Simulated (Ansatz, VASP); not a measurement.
One calculation of TeRu, two programs

```xyz
2
Lattice="3.7951 0.0000 0.0000 -1.8975 3.2866 0.0000 0.0000 0.0000 3.7038" Properties=species:S:1:pos:R:3 pbc="T T T"
Ru    0.0000    0.0000    0.0000
Te    1.8975    1.0955    1.8519
```

Alike in both runs: task single point; functional LDA; k mesh 6 × 6 × 5; occupations gaussian, width 0.05 eV; no spin polarisation; Hubbard terms Ru d U = 2.0 eV.

|  | VASP | Ansatz |
| --- | --- | --- |
| version | VASP 6.6.1 | Ansatz 0.2.0 |
| potentials or method | VASP PAW LDA potentials, release 64 (Ru_pv, Te), cutoff 520 eV | all-electron LAPW, scalar-relativistic |

Ansatz gave:

- gap on the k mesh at the Fermi level (eV): none
- pressure (GPa): -20.7
- traceless stress, the component that is largest in VASP (GPa): -5.28

Problem. Estimate VASP's values.

Solution. gap on the k mesh at the Fermi level (eV): none; pressure (GPa): -20.2; traceless stress, the component that is largest in VASP (GPa): -5.21.

LDA's correlation is that of Perdew and Zunger in VASP and of Perdew and Wang (1992) in Ansatz. The programs project onto different local orbitals, so the same U acts differently, and such runs can settle in different states. A gap of «none» marks a metal or a gap that the smearing closes. Ansatz ran all-electron here, and VASP with PAW potentials.

Neither program's run includes spin-orbit coupling. Noted on Ansatz's run: the k mesh is thin for a metal, which can move the energy by tens of meV per atom; U is the effective U less J, on atomic orbitals that reach past the spheres.
